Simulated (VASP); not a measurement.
Set up this calculation in VASP 6.6.1, as the native input.

```
Task                   : single point
Functional             : r2SCAN
Potentials or basis    : VASP PAW PBE potentials, release 64 (Li_sv, F)
Cutoff                 : 520 eV
k mesh                 : 5 × 5 × 3
Occupations            : fermi-dirac, width 0.15 eV
Spin                   : no spin polarisation
Dipole correction      : no
Further INCAR settings : ALGO = Normal; EDIFF = 1e-06; NBANDS = 18
```

Slab: LiF, a slab with vacuum.

```
Li F
1.0
     3.06094    0.00000    0.00000
    -1.53047    2.65085    0.00000
     0.00000    0.00000    6.80732
Li F
2 2
Direct
  0.33333 0.66667 0.26917
  0.66667 0.33333 0.62227
  0.33333 0.66667 0.70185
  0.66667 0.33333 0.34875
```

The input as run:

POSCAR

```
LiF
1.0
    3.0609400000      0.0000000000      0.0000000000
   -1.5304700000      2.6508520000      0.0000000000
    0.0000000000      0.0000000000      6.8073250000
Li F
2 2
Direct
    0.3333333333      0.6666666667      0.2691705116
    0.6666666667      0.3333333333      0.6222699303
    0.3333333333      0.6666666667      0.7018514772
    0.6666666667      0.3333333333      0.3487520586
```

INCAR.step1

```
SYSTEM = LiF
ALGO = Normal ; EDIFF = 1E-4
ENCUT = 520 ; GGA = PE
ISMEAR = -1 ; LASPH = .True.
LCHARG = .False. ; LREAL = .False.
LWAVE = .True. ; NBANDS = 18
NELM = 80 ; PREC = Accurate
SIGMA = 0.15
```

INCAR.step2

```
SYSTEM = LiF
ALGO = Normal ; EDIFF = 1E-6
ENCUT = 520 ; ISIF = 2
ISMEAR = -1 ; ISTART = 1
LASPH = .True. ; LCHARG = .False.
LMIXTAU = .True. ; LREAL = .False.
LWAVE = .False. ; METAGGA = R2SCAN
NBANDS = 18 ; NELM = 80
PREC = Accurate ; SIGMA = 0.15
```

KPOINTS

```
k-points
0
Gamma
  5 5 3
  0 0 0
```

Potentials or basis: VASP PAW PBE potentials, release 64 (Li_sv, F).

Launch:

```console
$ cat potpaw_PBE.64/Li_sv/POTCAR potpaw_PBE.64/F/POTCAR > POTCAR
$ cp INCAR.step1 INCAR
$ mpirun -np 1 vasp_std > vasp.out
$ cp INCAR.step2 INCAR
$ mpirun -np 1 vasp_std > vasp.out
```

Results of the run:

- Largest force: 1.108 eV/Å
- Band gap on the k mesh: 5.09 eV, direct

Caveat: the k points lie up to 0.47 Å⁻¹ apart; the PAW data sets were made with another functional, which shifts forces and pressure a little.

It took 53 s on 1 thread of Intel(R) Xeon(R) Platinum 8259CL CPU @ 2.50GHz (Skylake/Cascade Lake), on a shared host, peak memory 0.17 GiB.
